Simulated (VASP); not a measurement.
## CoSi: single point with PBE

The system is CoSi.

```
CELL_PARAMETERS angstrom
4.46739 0.00000 0.00000
0.00000 4.46739 0.00000
0.00000 0.00000 4.46739
ATOMIC_POSITIONS crystal
Co 0.86000 0.64000 0.36000
Co 0.64000 0.36000 0.86000
Co 0.36000 0.86000 0.64000
Co 0.14000 0.14000 0.14000
Si 0.15700 0.34300 0.65700
Si 0.34300 0.65700 0.15700
Si 0.65700 0.15700 0.34300
Si 0.84300 0.84300 0.84300
```

| Quantity | Value |
| --- | --- |
| Program | VASP 6.6.1 |
| Task | single point |
| Functional | PBE |
| Potentials or basis | VASP PAW PBE potentials, release 64 (Co, Si) |
| Cutoff | 520 eV |
| k mesh | 6 × 6 × 6 |
| Occupations | fermi-dirac, width 0.05 eV |
| Spin | collinear spin, ferromagnetic start |
| Starting moments | [2.0, 2.0, 2.0, 2.0, 0.0, 0.0, 0.0, 0.0] μB |

The pressure is -4.6 GPa, the largest force is 0.199 eV/Å and the band gap on the k mesh is zero (filled and empty bands overlap). The net moment is 0.00 μB per cell. The valence electrons inside the program's atomic spheres are Co 8.57; Si 1.60.

Forces on the atoms (eV/Å):
```
Co  -0.115  0.115 -0.115
Co   0.115 -0.115 -0.115
Co  -0.115 -0.115  0.115
Co   0.115  0.115  0.115
Si   0.035 -0.035  0.035
Si  -0.035  0.035  0.035
Si   0.035  0.035 -0.035
Si  -0.035 -0.035 -0.035
```

Levels at points of the mesh, in eV from the Fermi level:
Spin up:
```tsv
k point	band 24	band 25	band 26	band 27	band 28	band 29
(0.00, 0.00, 0.00)	-0.79	-0.05	-0.05	-0.05	2.34	2.34
(0.50, 0.00, 0.00)	-0.69	-0.49	-0.49	0.93	0.93	1.36
(0.50, 0.50, 0.00)	-1.02	-0.06	-0.06	0.50	0.50	1.87
(0.50, 0.50, 0.50)	-1.22	-0.24	-0.24	-0.24	-0.24	5.17
```
Spin down:
```csv
k point,band 23,band 24,band 25,band 26,band 27,band 28,band 29,band 30
"(0.00, 0.00, 0.00)",-0.79,-0.79,-0.05,-0.05,-0.05,2.34,2.34,2.34
"(0.50, 0.00, 0.00)",-0.69,-0.69,-0.49,-0.49,0.93,0.93,1.36,1.36
"(0.50, 0.50, 0.00)",-1.02,-1.02,-0.06,-0.06,0.50,0.50,1.87,1.87
"(0.50, 0.50, 0.50)",-1.22,-1.22,-0.24,-0.24,-0.24,-0.24,5.17,5.17
```

Wall time 4.5 min on 1 thread of Intel Xeon 8259CL, on a shared host, peak memory 0.3 GiB.

Caveat: the starting moments collapsed, and a magnetic state may lie lower.
